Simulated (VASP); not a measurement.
# LiYAs (P4/nmm) in VASP: single point with PBE

Aim: the single point of LiYAs with PBE.

Program: VASP 6.6.1. These are calculated values, not measurements. Logs are shortened: lines on timing, memory, paths and dates and some standing lists are left out, and cuts for length are marked.

**1. The cell of the first run**

The structure is tetragonal, space group P4/nmm (No. 129). Conventional cell: a = 4.224 Å, b = 4.224 Å, c = 7.080 Å, α = 90.00°, β = 90.00°, γ = 90.00°. Within 3.6 Å of As (site symmetry 4mm) lie 4 Y at 2.69 Å and 5 Li at 2.96 to 3.08 Å. Y (site symmetry -4m2) has 4 As at 2.69 Å and 4 Y at 2.99 Å and 4 Li at 3.23 Å within 3.6 Å. Li (site symmetry 4mm) has 5 As at 2.96 to 3.08 Å and 4 Y at 3.23 Å and 4 Li at 3.71 Å within 3.9 Å.

**2. Single point, PBE**

File INCAR:

```
ALGO = Normal
EDIFF = 1E-6
ENCUT = 750
GGA = PE
GGA_COMPAT = F
ISIF = 2
ISMEAR = -1
LASPH = T
LCHARG = F
LREAL = F
LWAVE = F
NBANDS = 28
NELM = 120
PREC = Accurate
SIGMA = 0.1
```

File KPOINTS:

```
k-points
0
Gamma
  8 8 5
```

File POSCAR:

```
LiYAs
1.0
    4.2240930000      0.0000000000      0.0000000000
    0.0000000000      4.2240930000      0.0000000000
    0.0000000000      0.0000000000      7.0798790000
As Y Li
2 2 2
Direct
    0.2500000000      0.2500000000      0.2362600000
    0.7500000000      0.7500000000      0.7637400000
    0.7500000000      0.2500000000      0.0000000000
    0.2500000000      0.7500000000      0.0000000000
    0.2500000000      0.2500000000      0.6550000000
    0.7500000000      0.7500000000      0.3450000000
```

Potentials or basis: VASP PAW PBE potentials, release 64 (As, Y_sv, Li_sv).

Run with:

```bash
$ cat potpaw_PBE.64/As/POTCAR potpaw_PBE.64/Y_sv/POTCAR potpaw_PBE.64/Li_sv/POTCAR > POTCAR
$ mpirun -np 1 vasp_std > vasp.out
```

OUTCAR:

```text
EDIFF = 1E-6
   ENCUT = 750
   GGA = PE
   ISIF = 2
   ISMEAR = -1
   LASPH = T
   LREAL = F
   NELM = 120
   PREC = Accurate

 ion  position               nearest neighbor table
   1  0.250  0.250  0.236-   3 2.69   4 2.69   4 2.69   3 2.69
   2  0.750  0.750  0.764-   3 2.69   4 2.69   3 2.69   4 2.69
   3  0.750  0.250  0.000-   1 2.69   2 2.69   2 2.69   1 2.69   4 2.99   4 2.99   4 2.99   4 2.99
                             5 3.23   6 3.23   5 3.23   6 3.23
   4  0.250  0.750  0.000-   1 2.69   2 2.69   1 2.69   2 2.69   3 2.99   3 2.99   3 2.99   3 2.99
                             5 3.23   6 3.23   6 3.23   5 3.23
   5  0.250  0.250  0.655-   3 3.23   4 3.23   4 3.23   3 3.23
   6  0.750  0.750  0.345-   3 3.23   4 3.23   3 3.23   4 3.23

  LATTYP: Found a simple tetragonal cell.
 ALAT       =     4.2240930000
 C/A-ratio  =     1.6760708157

  Lattice vectors:

 A1 = (   4.2240930000,   0.0000000000,   0.0000000000)
 A2 = (   0.0000000000,   4.2240930000,   0.0000000000)
 A3 = (   0.0000000000,   0.0000000000,   7.0798790000)

Analysis of symmetry for initial positions (statically):
=====================================================================
 Subroutine PRICEL returns:
 Original cell was already a primitive cell.

 Routine SETGRP: Setting up the symmetry group for a
 simple tetragonal supercell.

 Subroutine GETGRP returns: Found 16 space group operations
 (whereof  4 operations were pure point group operations)
 out of a pool of 16 trial point group operations.

The static configuration has the point symmetry C_2h.
 The point group associated with its full space group is D_4h.

Analysis of symmetry for dynamics (positions and initial velocities):
=====================================================================
 Subroutine PRICEL returns:
 Original cell was already a primitive cell.

 Routine SETGRP: Setting up the symmetry group for a
 simple tetragonal supercell.

 Subroutine GETGRP returns: Found 16 space group operations
 (whereof  4 operations were pure point group operations)
 out of a pool of 16 trial point group operations.

The dynamic configuration has the point symmetry C_2h.
 The point group associated with its full space group is D_4h.

 Subroutine INISYM returns: Found 16 space group operations
 (whereof  4 operations are pure point group operations),
 and found     1 'primitive' translations

----------------------------------------------------------------------------------------

                                     Primitive cell

  volume of cell :     126.3260

  direct lattice vectors                    reciprocal lattice vectors
     4.224093000  0.000000000  0.000000000     0.236737212  0.000000000  0.000000000
     0.000000000  4.224093000  0.000000000     0.000000000  0.236737212  0.000000000
     0.000000000  0.000000000  7.079879000     0.000000000  0.000000000  0.141245352

  length of vectors
     4.224093000  4.224093000  7.079879000     0.236737212  0.236737212  0.141245352

  position of ions in fractional coordinates (direct lattice)
     0.250000000  0.250000000  0.236260000
     0.750000000  0.750000000  0.763740000
     0.750000000  0.250000000  0.000000000
     0.250000000  0.750000000  0.000000000
     0.250000000  0.250000000  0.655000000
     0.750000000  0.750000000  0.345000000

  ion indices of the primitive-cell ions
   primitive index   ion index
                 1           1
                 2           2
                 3           3
                 4           4
                 5           5
                 6           6

----------------------------------------------------------------------------------------

 KPOINTS: k-points

Automatic generation of k-mesh.
 Grid dimensions read from file:
 generate k-points for:    8    8    5

 Generating k-lattice:

  Cartesian coordinates                     Fractional coordinates (reciprocal lattice)
     0.029592151  0.000000000  0.000000000     0.125000000  0.000000000  0.000000000
     0.000000000  0.029592151  0.000000000     0.000000000  0.125000000  0.000000000
     0.000000000  0.000000000  0.028249070     0.000000000  0.000000000  0.200000000

  Length of vectors
     0.029592151  0.029592151  0.028249070

  Shift w.r.t. Gamma in fractional coordinates (k-lattice)
     0.000000000  0.000000000  0.000000000

 Subroutine IBZKPT returns following result:
 ===========================================

 Found     45 irreducible k-points:

 Following reciprocal coordinates:
            Coordinates               Weight
  0.000000  0.000000  0.000000      1.000000
  0.125000  0.000000  0.000000      4.000000
  0.250000  0.000000  0.000000      4.000000
  0.375000  0.000000  0.000000      4.000000
  0.500000  0.000000  0.000000      2.000000
  0.125000  0.125000  0.000000      4.000000
[... 16 lines left out ...]
  0.375000  0.125000  0.200000     16.000000
  0.500000  0.125000  0.200000      8.000000
 [... further k-points ...]
   k-points           NKPTS =     45   k-points in BZ     NKDIM =     45   number of bands    NBANDS=     28
   number of dos      NEDOS =    301   number of ions     NIONS =      6
   total plane-waves  NPLWV = 102400
   dimension x,y,z NGX =    40 NGY =   40 NGZ =   64
   dimension x,y,z NGXF=    80 NGYF=   80 NGZF=  128
   ions per type =               2   2   2
   NGX,Y,Z   is equivalent  to a cutoff of  15.74, 15.74, 15.03 a.u.
   NGXF,Y,Z  is equivalent  to a cutoff of  31.49, 31.49, 30.06 a.u.
 SYSTEM =  unknown system
   PREC   = accura    normal or accurate (medium, high low for compatibility)
   ISTART =      0    job   : 0-new  1-cont  2-samecut
   ICHARG =      2    charge: 1-file 2-atom 10-const
   ISPIN  =      1    spin polarized calculation?
   LNONCOLLINEAR =      F non collinear calculations
   LSORBIT =      F    spin-orbit coupling
   LASPH  =      T    aspherical Exc in radial PAW
   ENCUT  =  750.0 eV  55.12 Ry    7.42 a.u.   9.43  9.43 15.81*2*pi/ulx,y,z
   NELM   =    120;   NELMIN=  2; NELMDL= -5     # of ELM steps
   EDIFF  = 0.1E-05   stopping-criterion for ELM
   LREAL  =      F    real-space projection
   EDIFFG = 0.1E-04   stopping-criterion for IOM
   NSW    =      0    number of steps for IOM
   IBRION =     -1    ionic relax: 0-MD 1-quasi-New 2-CG
   NFREE  =      0    steps in history (QN), initial steepest desc. (CG)
   ISIF   =      2    stress and relaxation
   ISYM   =      2    0-nonsym 1-usesym 2-fastsym
   POTIM  = 0.5000    time-step for ionic-motion
   TEBEG  =    0.0;   TEEND  =   0.0 temperature during run
   PSTRESS=    0.0 pullay stress
   NELECT =      38.0000    total number of electrons
   NUPDOWN=      -1.0000    fix difference up-down
   EMIN   =  10.00;   EMAX   =-10.00  energy-range for DOS
   EFERMI =   0.00;   METHOD = LEGACY
   ISMEAR =    -1;   SIGMA  =   0.10  broadening in eV -4-tet -1-fermi 0-gaus
   EFERMI_NEDOS =   21; number of points for ismear=-14 and -15
   IALGO  =     38    algorithm
   IMIX   =      4    mixing-type and parameters
     AMIX     =   0.40;   BMIX     =  1.00
     AMIX_MAG =   1.60;   BMIX_MAG =  1.00
  volume/ion in A,a.u.               =      21.05       142.08
  Fermi-wavevector in a.u.,A,eV,Ry     =   1.096912  2.072863 16.370745  1.203216
  Thomas-Fermi vector in A             =   2.233263
   LORBIT       =      0    0 simple, 1 ext, 2 COOP (PROOUT), +10 PAW based schemes
   GGA     = PE    functional components
   LHFCALC =     F    Hartree Fock is set to
   AEXX    =    0.0000 exact exchange contribution
   IVDW    =     0    specifies the selected vdW correction
   LEPSILON=     F    determine dielectric tensor
   LRPA    =     F    only Hartree local field effects (RPA)
 non-spin polarized calculation
  energy-cutoff  :      750.00
  volume of cell :      126.33
 maximum number of plane-waves:      5933
 NGX is ok and might be reduce to    40
   NGX = 19   NGY = 19   NGZ = 31

 number of electron      38.0000002 magnetization

 Free energy of the ion-electron system (eV)
  ---------------------------------------------------
  ext. energy  EPLUGINS =         0.00000000
  ---------------------------------------------------
  free energy    TOTEN  =       -28.48710621 eV

  energy without entropy =      -28.37713369  energy(sigma->0) =      -28.43211995

 E-fermi :   3.6750     XC(G=0):  -9.2782

 val. band max:        3.6613529894   @ k =   0.1250   0.1250   0.4000
 cond. band min:       3.6913025715   @ k =   0.1250   0.0000   0.4000
 fundamental gap:      0.0299495821
 Fermi energy:         3.6749924104

 k-point     1 :       0.0000    0.0000    0.0000
  band No.  band energies     occupation
      1     -43.0674      2.00000
      2     -43.0663      2.00000
      3     -38.4461      2.00000
      4     -38.0687      2.00000
      5     -19.1335      2.00000
      6     -19.1335      2.00000
[... 20 lines left out ...]
     27       9.0945      0.00000
     28       9.2327      0.00000

 k-point     2 :       0.1250    0.0000    0.0000
  band No.  band energies     occupation
      1     -43.0673      2.00000
      2     -43.0663      2.00000
      3     -38.4317      2.00000
      4     -38.0830      2.00000
      5     -19.1044      2.00000
      6     -19.0891      2.00000
[... 20 lines left out ...]
     27       9.0071      0.00000
     28       9.5414      0.00000

 k-point     3 :       0.2500    0.0000    0.0000
  band No.  band energies     occupation
      1     -43.0672      2.00000
      2     -43.0664      2.00000
      3     -38.3906      2.00000
      4     -38.1236      2.00000
      5     -19.0138      2.00000
      6     -18.9609      2.00000
[... 616 lines left out ...]
      3     -38.3229      2.00000
      4     -38.1894      2.00000
      5     -19.1019      2.00000
      6     -18.6689      2.00000
[... 20 lines left out ...]
     27       7.7975      0.00000
     28       8.4532      0.00000

 k-point    24 :       0.5000    0.1250    0.2000
  band No.  band energies     occupation
      1     -43.0667      2.00000
      2     -43.0667      2.00000
      3     -38.2560      2.00000
      4     -38.2560      2.00000
      5     -18.9222      2.00000
      6     -18.9222      2.00000
[... 20 lines left out ...]
     27       8.2333      0.00000
     28       8.2333      0.00000

 [... further k-points ...]

------------------------ aborting loop because EDIFF is reached ----------------------------------------

  FORCE on cell =-STRESS in cart. coord.  units (eV):
  Direction    XX          YY          ZZ          XY          YZ          ZX
  --------------------------------------------------------------------------------------
  -------------------------------------------------------------------------------------
  Total       13.7162769     13.7162769      8.3043483     -0.0000000      0.0000000      0.0000000
  in kB      173.9618629    173.9618629    105.3230335     -0.0000000      0.0000000      0.0000000
  external PRESSURE =     151.0822531 kB  Pullay stress =       0.0000000 kB

 VOLUME and BASIS-vectors are now :
 -----------------------------------------------------------------------------
  energy-cutoff  :      750.00
  volume of cell :      126.33
      direct lattice vectors                 reciprocal lattice vectors
     4.224093000  0.000000000  0.000000000     0.236737212  0.000000000  0.000000000
     0.000000000  4.224093000  0.000000000     0.000000000  0.236737212  0.000000000
     0.000000000  0.000000000  7.079879000     0.000000000  0.000000000  0.141245352

 POSITION                                       TOTAL-FORCE (eV/Angst)
 -----------------------------------------------------------------------------------
      1.05602      1.05602      1.67269        -0.000000      0.000000      2.564771
      3.16807      3.16807      5.40719        -0.000000      0.000000     -2.564771
      3.16807      1.05602      0.00000         0.000000      0.000000     -0.000000
      1.05602      3.16807      0.00000         0.000000     -0.000000     -0.000000
      1.05602      1.05602      4.63732        -0.000000      0.000000     -0.594788
      3.16807      3.16807      2.44256        -0.000000      0.000000      0.594788
 -----------------------------------------------------------------------------------
    total drift:                                0.000000      0.000000      0.000000

  FREE ENERGIE OF THE ION-ELECTRON SYSTEM (eV)
  ---------------------------------------------------
  free  energy   TOTEN  =       -28.4871062139 eV

  energy  without entropy=      -28.3771336853  energy(sigma->0) =      -28.43211995
```

Run time: 7.5 min. Hardware: 1 thread of Intel Xeon Platinum 8259CL at 2.50GHz (Skylake/Cascade Lake), shared host; peak memory 0.51 GiB.

Results:

* Free energy: -28.4871 eV
* Pressure: 15.1 GPa
* Largest force: 2.565 eV/Å
* Band gap on the k mesh: zero (bands 19 and 20 overlap by 1.53 eV)

Forces in eV/Å, atoms in the order of the input:
```
As   0.000  0.000  2.565
As   0.000  0.000 -2.565
Y    0.000  0.000  0.000
Y    0.000  0.000  0.000
Li   0.000  0.000 -0.595
Li   0.000  0.000  0.595
```

Levels at points of the mesh, in eV from the Fermi level:
```csv
k point,band 16,band 17,band 18,band 19,band 20,band 21,band 22,band 23
"(0.00, 0.00, 0.00)",-2.78,-1.22,-1.22,-0.82,0.60,1.19,1.32,2.24
"(0.50, 0.00, 0.00)",-2.66,-1.73,-1.73,0.96,0.96,1.63,1.63,2.75
"(0.50, 0.50, 0.00)",-1.92,-1.90,-1.90,-0.45,-0.45,0.07,0.07,3.01
```

Caveat: the stress differs along the axes, from 11 to 17 GPa; forces of over 1 eV/Å act on the atoms, so gaps and moduli don't describe the material at rest.

The gap in the log of VASP goes by the Fermi energy; the results here count the filled bands.